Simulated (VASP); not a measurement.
Write the native input for VASP 6.6.1 that does the following.

```yaml
Task: single point
Functional: PBE
Potentials_or_basis: VASP PAW PBE potentials, release 64 (Te, W_sv)
Cutoff: 520 eV
k_mesh: 8 × 8 × 8
Occupations: fermi-dirac, width 0.15 eV
Spin: no spin polarisation
Dipole_correction: no
Further_INCAR_settings: ALGO = Normal; EDIFF = 1e-06; NBANDS = 24
```

The structure of Te3W lies in POSCAR:

```
Te3W
1.0
    5.3693888806      0.0000000000      0.0000000000
    0.0000000000      5.3693888806      0.0000000000
    0.0000000000      0.0000000000      5.3693888806
Te W
3 1
Direct
    0.0000000000      0.0000000000      0.5000000000
    0.0000000000      0.5000000000      0.0000000000
    0.5000000000      0.0000000000      0.0000000000
    0.0000000000      0.0000000000      0.0000000000
```

The input as run:

INCAR

```
PREC = Accurate
ENCUT = 520
EDIFF = 1E-6
ISMEAR = -1
SIGMA = 0.15
LREAL = F
LASPH = T
NELM = 80
ALGO = Normal
ISIF = 2
LWAVE = F
LCHARG = F
GGA = PE
NBANDS = 24
```

KPOINTS

```
Automatic mesh
0
Gamma
  8 8 8
```

Potentials or basis: VASP PAW PBE potentials, release 64 (Te, W_sv).

Command:

```bash
$ cat potpaw_PBE.64/Te/POTCAR potpaw_PBE.64/W_sv/POTCAR > POTCAR
$ mpirun -np 1 vasp_std > vasp.out
```

It gave:

* Pressure: 0.0 GPa
* Band gap on the k mesh: zero (bands 16 and 17 overlap by 1.34 eV)

Caveat: spin-orbit coupling is left out, which moves the levels of the heavy elements.

Run time: 71 s on 1 thread of Intel(R) Xeon(R) Platinum 8559C (Emerald Rapids), on a shared host, peak memory 0.31 GiB.
